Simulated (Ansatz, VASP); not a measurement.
## One calculation of SrCl2, two programs

```xyz
3
Lattice="4.4848 0.0000 0.0000 -2.2424 3.8840 0.0000 0.0000 0.0000 6.1804" Properties=species:S:1:pos:R:3 pbc="T T T"
Sr    0.0000    0.0000    3.0902
Cl    2.2424    1.2947    4.4592
Cl    0.0000    2.5893    1.7212
```

Change from the starting cell: species swapped into the BaSn2 type (P-3m1, No. 164).

Alike in both runs: functional PBE; k mesh 4 × 4 × 3; occupations gaussian, width 0.15 eV; no spin polarisation.

Ansatz relaxed the structure, and its values are those at the end. VASP's run is a single point on that final structure, the one shown.

|  | VASP | Ansatz |
| --- | --- | --- |
| version | VASP 6.6.1 | Ansatz 0.2.0 |
| potentials or method | VASP PAW PBE potentials, release 64 (Sr_sv, Cl), cutoff 500 eV | scalar-relativistic, plane waves, PAW |
| valence electrons in the cell | 24 | 24 |

```csv
,VASP,Ansatz,Ansatz less VASP
gap on the k mesh at the Fermi level (eV),5.20,5.21,+0.005
least direct gap on the mesh (eV),5.20,5.21,+0.005
pressure (GPa),0.0,0.0,-0.06
rms of the force components (eV/Å),0.020,0.011,-0.0093
```
